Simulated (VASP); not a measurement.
**RbBr: single point with PBE**

Crystal: RbBr.

```
Rb Br
1.0
     0.00000    3.50797    3.50797
     3.50797    0.00000    3.50797
     3.50797    3.50797    0.00000
Rb Br
1 1
Direct
  0.00000 0.00000 0.00000
  0.50000 0.50000 0.50000
```

```json
{"Program": "VASP 6.6.1", "Task": "single point", "Functional": "PBE", "Potentials or basis": "VASP PAW PBE potentials, release 64 (Rb_sv, Br)", "Cutoff": "520 eV", "k mesh": "6 × 6 × 6", "Occupations": "gaussian, width 0.02 eV", "Spin": "no spin polarisation", "Dipole correction": "no", "Further INCAR settings": "ALGO = Normal; EDIFF = 1e-07; NBANDS = 15"}
```

```yaml
Pressure: 0.0 GPa
Band_gap_on_the_k_mesh: 4.19 eV
```

Levels at points of the mesh, in eV from the valence-band top:
```csv
k point,band 4,band 5,band 6,band 7,band 8,band 9,band 10,band 11,band 12,band 13
"(0.00, 0.00, 0.00)",-8.64,-8.64,0.00,0.00,0.00,4.19,7.25,7.25,7.25,8.09
"(0.50, 0.00, 0.00)",-8.64,-8.61,-0.88,-0.30,-0.30,6.63,7.47,9.27,9.27,9.94
"(0.50, 0.50, 0.00)",-8.69,-8.69,-0.45,-0.15,-0.15,5.67,6.87,8.85,9.06,9.16
```

It took 56 s on 1 thread of Oxide Virtual Turin-like Processor (shared host), peak memory 0.2 GiB.
